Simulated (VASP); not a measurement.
# Be16Cl in VASP: further runs

Be16Cl is run at these levels: PBE+D3(BJ); tasks: single point.

Everything below comes from runs of VASP 6.6.1. Logs are shortened: lines on timing, memory, paths and dates and some standing lists are left out, and cuts for length are marked.

## 1. The cell of the first run

The cell holds a slab with vacuum, 17 atoms: a = 4.580 Å, b = 4.580 Å, c = 16.383 Å, α = 90.00°, β = 90.00°, γ = 60.00°.

## 2. Single point, PBE+D3(BJ)

Input file INCAR:

```
ALGO     = Normal         # electronic algorithm
EDIFF    = 1E-6           # SCF threshold, eV
ENCUT    = 520            # plane-wave cutoff, eV
GGA      = PE             # functional
ISIF     = 2              # what is computed and relaxed
ISMEAR   = 0              # smearing method
IVDW     = 12             # dispersion correction
LASPH    = T              # aspherical terms in the spheres
LCHARG   = F              # write CHGCAR
LREAL    = Auto         
LWAVE    = F              # write WAVECAR
NBANDS   = 34             # bands
NELM     = 60             # most SCF steps
PREC     = Accurate       # precision mode
SIGMA    = 0.05           # smearing width, eV
```

Input file KPOINTS:

```
k-points
0
Gamma
  5 5 1
```

Input file POSCAR:

```
Be16Cl
1.0
    4.5800000000      0.0000000000      0.0000000000
    2.2900000000      3.9663960000      0.0000000000
    0.0000000000      0.0000000000     16.3826450000
Be Cl
16 1
Direct
   -0.1666666667      0.3333333333      0.0610402044
    0.3333333333      0.3333333333      0.0610402044
   -0.1666666667      0.8333333333      0.0610402044
    0.3333333333      0.8333333333      0.0610402044
    0.0010879236      0.0016127991      0.1729378254
    0.5008413226      0.0008466124      0.1718850650
    0.0003996651      0.5004059101      0.1719941438
    0.5016079685      0.5010919232      0.1729394124
   -0.1659962260      0.3340125393      0.2836469935
    0.3425377331      0.3309974597      0.2817844127
   -0.1690141906      0.8425515254      0.2817828867
    0.3344570169      0.8344628222      0.2781682689
    0.0140177236     -0.0061625213      0.3973202129
    0.4987111716     -0.0012782385      0.3903259211
    0.0080137036      0.5080385317      0.3802723553
    0.4938283328      0.5140293607      0.3973292469
    0.7050083358      0.2050697913      0.4998335739
```

Potentials or basis: VASP PAW PBE potentials, release 64 (Be, Cl).

Command:

```
$ cat potpaw_PBE.64/Be/POTCAR potpaw_PBE.64/Cl/POTCAR > POTCAR
$ mpirun -np 1 vasp_std > vasp.out
```

OUTCAR:

```text
EDIFF = 1E-6
   ENCUT = 520
   GGA = PE
   ISIF = 2
   ISMEAR = 0
   IVDW = 12
   LASPH = T
   LREAL = Auto
   NELM = 60
   PREC = Accurate
 IVDW          = 12

 ion  position               nearest neighbor table
   1  0.833  0.333  0.061-   7 2.25   5 2.26   8 2.26   3 2.29   3 2.29   4 2.29   4 2.29   2 2.29
                             2 2.29
   2  0.333  0.333  0.061-   6 2.24   7 2.25   8 2.27   4 2.29   3 2.29   4 2.29   3 2.29   1 2.29
                             1 2.29
   3  0.833  0.833  0.061-   6 2.24   7 2.25   5 2.27   1 2.29   1 2.29   2 2.29   2 2.29   4 2.29
                             4 2.29
   4  0.333  0.833  0.061-   6 2.25   5 2.26   8 2.26   2 2.29   1 2.29   2 2.29   1 2.29   3 2.29
                             3 2.29
   5  0.001  0.002  0.173-  12 2.17  11 2.21   9 2.24   1 2.26   4 2.26   3 2.27   7 2.28   6 2.29
                             8 2.29   8 2.29   6 2.29   7 2.30
   6  0.501  0.001  0.172-  12 2.18  11 2.23  10 2.23   2 2.24   3 2.24   4 2.25   5 2.29   8 2.29
                             7 2.29   7 2.29   8 2.29   5 2.29
   7  0.000  0.500  0.172-   3 2.25   2 2.25   1 2.25  11 2.25  10 2.25   9 2.26   8 2.28   5 2.28
                             6 2.29   6 2.29   5 2.30   8 2.30
   8  0.502  0.501  0.173-  12 2.17  10 2.21   9 2.24   1 2.26   4 2.26   2 2.27   7 2.28   6 2.29
                             5 2.29   5 2.29   6 2.29   7 2.30
   9  0.834  0.334  0.284-  15 2.10   8 2.24   5 2.24   7 2.26  11 2.26  10 2.26  12 2.29  12 2.29
                            13 2.30  16 2.30  10 2.32  11 2.32
  10  0.343  0.331  0.282-  15 2.09   8 2.21  14 2.21   6 2.23  11 2.24   7 2.25   9 2.26  12 2.29
                            12 2.29  16 2.31   9 2.32  11 2.34
  11  0.831  0.843  0.282-  15 2.09   5 2.21  14 2.21   6 2.23  10 2.24   7 2.25   9 2.26  12 2.29
                            12 2.29  13 2.31   9 2.32  10 2.34
  12  0.334  0.834  0.278-   8 2.17   5 2.17   6 2.18  14 2.25  10 2.29  11 2.29   9 2.29   9 2.29
                            11 2.29  10 2.29  13 2.33  16 2.33
  13  0.014  0.994  0.397-  17 2.10  16 2.20  14 2.23  15 2.26   9 2.30  11 2.31  12 2.33  14 2.35
                            15 2.36  16 2.38
  14  0.499  0.999  0.390-  10 2.21  11 2.21  16 2.23  13 2.23  12 2.25  15 2.30  15 2.30  13 2.35
                            16 2.35  17 2.43
  15  0.008  0.508  0.380-  11 2.09  10 2.09   9 2.10  13 2.26  16 2.26  14 2.30  14 2.30  16 2.36
                            13 2.36
  16  0.494  0.514  0.397-  17 2.10  13 2.20  14 2.23  15 2.26   9 2.30  10 2.31  12 2.33  14 2.35
                            15 2.36  13 2.38
  17  0.705  0.205  0.500-  16 2.10  13 2.10  14 2.43

  LATTYP: Found a hexagonal cell.
 ALAT       =     4.5799996975
 C/A-ratio  =     3.5769969612

  Lattice vectors:

 A1 = (  -2.2900000000,  -3.9663960000,   0.0000000000)
 A2 = (   4.5800000000,   0.0000000000,   0.0000000000)
 A3 = (   0.0000000000,   0.0000000000,  16.3826450000)

Analysis of symmetry for initial positions (statically):
=====================================================================
[... 158 lines left out ...]
   EFERMI_NEDOS =   21; number of points for ismear=-14 and -15
   IALGO  =     38    algorithm
   IMIX   =      4    mixing-type and parameters
     AMIX     =   0.40;   BMIX     =  1.00
     AMIX_MAG =   1.60;   BMIX_MAG =  1.00
  volume/ion in A,a.u.               =      17.51       118.14
  Fermi-wavevector in a.u.,A,eV,Ry     =   0.831536  1.571376  9.407782  0.691453
  Thomas-Fermi vector in A             =   1.944440
   LORBIT       =      0    0 simple, 1 ext, 2 COOP (PROOUT), +10 PAW based schemes
   GGA     = PE    functional components
   LHFCALC =     F    Hartree Fock is set to
   AEXX    =    0.0000 exact exchange contribution
   IVDW    =    12    specifies the selected vdW correction
   LEPSILON=     F    determine dielectric tensor
   LRPA    =     F    only Hartree local field effects (RPA)
 non-spin polarized calculation
 Gauss-broadening in eV      SIGMA  =   0.05
  energy-cutoff  :      520.00
  volume of cell :      297.61
 maximum number of plane-waves:      8057
 NGX is ok and might be reduce to    36
   NGX = 17   NGY = 17   NGZ = 61

 number of electron      39.0000000 magnetization

 Free energy of the ion-electron system (eV)
  ---------------------------------------------------
  ext. energy  EPLUGINS =         0.00000000
  ---------------------------------------------------
  free energy    TOTEN  =       -59.43478576 eV

  energy without entropy =      -59.42763221  energy(sigma->0) =      -59.43120898

 E-fermi :   0.7307     XC(G=0):  -6.3469

 val. band max:        0.7230999975   @ k =   0.4000  -0.4000   0.0000
 cond. band min:       0.7835890769   @ k =   0.0000   0.2000   0.0000
 fundamental gap:      0.0604890794
 Fermi energy:         0.7306784433

 k-point     1 :       0.0000    0.0000    0.0000
  band No.  band energies     occupation
      1     -16.0989      2.00000
      2      -9.5556      2.00000
      3      -8.1250      2.00000
      4      -6.2429      2.00000
      5      -4.9352      2.00000
      6      -4.2492      2.00000
[... 431 lines left out ...]
     30       6.2222      0.00000
     31       6.5321      0.00000
 [bands above 31 left out]

------------------------ aborting loop because EDIFF is reached ----------------------------------------

 Edisp (eV)   -4.33044

 E8    (eV) :    -1.5529

  FORCE on cell =-STRESS in cart. coord.  units (eV):
  Direction    XX          YY          ZZ          XY          YZ          ZX
  --------------------------------------------------------------------------------------
  -------------------------------------------------------------------------------------
  Total     -12.23238   -12.08317     0.04355    -0.12880    -0.48284    -0.83361
  in kB     -65.85309   -65.04980     0.23444    -0.69341    -2.59937    -4.48776
  external pressure =      -43.56 kB  Pullay stress =        0.00 kB

 VOLUME and BASIS-vectors are now :
 -----------------------------------------------------------------------------
  energy-cutoff  :      520.00
  volume of cell :      297.61
      direct lattice vectors                 reciprocal lattice vectors
     4.580000000  0.000000000  0.000000000     0.218340611 -0.126059022  0.000000000
     2.290000000  3.966396000  0.000000000     0.000000000  0.252118044  0.000000000
     0.000000000  0.000000000 16.382645000     0.000000000  0.000000000  0.061040204

 POSITION                                       TOTAL-FORCE (eV/Angst)
 -----------------------------------------------------------------------------------
      4.58000      1.32213      1.00000        -0.101131     -0.058310      0.027129
      2.29000      1.32213      1.00000         0.138143     -0.027716     -0.037954
      5.72500      3.30533      1.00000         0.044999      0.133531     -0.037998
      3.43500      3.30533      1.00000        -0.020805     -0.012033      0.027788
      0.00868      0.00640      2.83318         0.001497     -0.005638     -0.007055
      2.29579      0.00336      2.81593         0.004176      0.002415      0.010878
[... 9 lines left out ...]
      3.43886      2.03884      6.50930         0.045861      0.026401     -0.025577
      3.69855      0.81339      8.18860        -0.229094     -0.132943     -0.004087
 -----------------------------------------------------------------------------------
    total drift:                               -0.001434     -0.000892      0.002333

  FREE ENERGIE OF THE ION-ELECTRON SYSTEM (eV)
  ---------------------------------------------------
  free  energy   TOTEN  =       -63.7652250050 eV

  energy  without entropy=      -63.7580714497  energy(sigma->0) =      -63.76164823
```

OSZICAR:

```text
N       E                     dE             d eps       ncg     rms          rms(c)
DAV:   1     0.119774127570E+03    0.11977E+03   -0.13686E+04   884   0.882E+02
DAV:   2    -0.504162217712E+02   -0.17019E+03   -0.16336E+03  1196   0.176E+02
DAV:   3    -0.629294907963E+02   -0.12513E+02   -0.12202E+02  1144   0.417E+01
[... 13 lines left out ...]
DAV:  17    -0.594346185833E+02   -0.35655E-03   -0.54743E-05  1104   0.392E-02    0.158E-02
DAV:  18    -0.594347498941E+02   -0.13131E-03   -0.31829E-05  1064   0.263E-02    0.987E-03
DAV:  19    -0.594347719615E+02   -0.22067E-04   -0.29568E-06   970   0.115E-02    0.341E-03
DAV:  20    -0.594347849784E+02   -0.13017E-04   -0.31072E-06   948   0.844E-03    0.263E-03
DAV:  21    -0.594347857611E+02   -0.78267E-06   -0.30801E-07   940   0.290E-03
   1 F= -.63765225E+02 E0= -.63761648E+02  d E =-.715356E-02
```

It took 2.9 min on 1 thread of Intel Xeon 6975P-C (Granite Rapids), shared host; peak memory 0.41 GiB.

Results:

```yaml
Free_energy: -63.7652 eV
Largest_force: 0.265 eV/Å
Band_gap_on_the_k_mesh: zero (an odd number of electrons rules out a gap without spin polarisation)
Dispersion_energy_per_atom: -0.255 eV
```

Forces on the atoms (eV/Å):
```
Be  -0.101 -0.058  0.027
Be   0.138 -0.028 -0.038
Be   0.045  0.134 -0.038
Be  -0.021 -0.012  0.028
Be   0.001 -0.006 -0.007
Be   0.004  0.002  0.011
Be   0.012  0.007  0.001
Be  -0.004  0.004 -0.007
Be  -0.005 -0.003 -0.017
Be   0.014  0.002 -0.001
Be   0.009  0.010 -0.001
Be   0.017  0.010 -0.014
Be   0.045  0.027 -0.025
Be   0.052  0.030  0.113
Be  -0.023 -0.013 -0.002
Be   0.046  0.026 -0.026
Cl  -0.229 -0.133 -0.004
```

Levels at points of the mesh, in eV from the Fermi level:
```tsv
k point	band 17	band 18	band 19	band 20	band 21	band 22	band 23	band 24
(0.00, 0.00, 0.00)	-2.01	-1.90	-1.88	-1.82	-0.32	2.39	2.49	2.70
```

Caveat: an odd number of electrons without spin polarisation forces a metal; a magnetic or distorted state may lie lower.

[end of part 1 of 2]
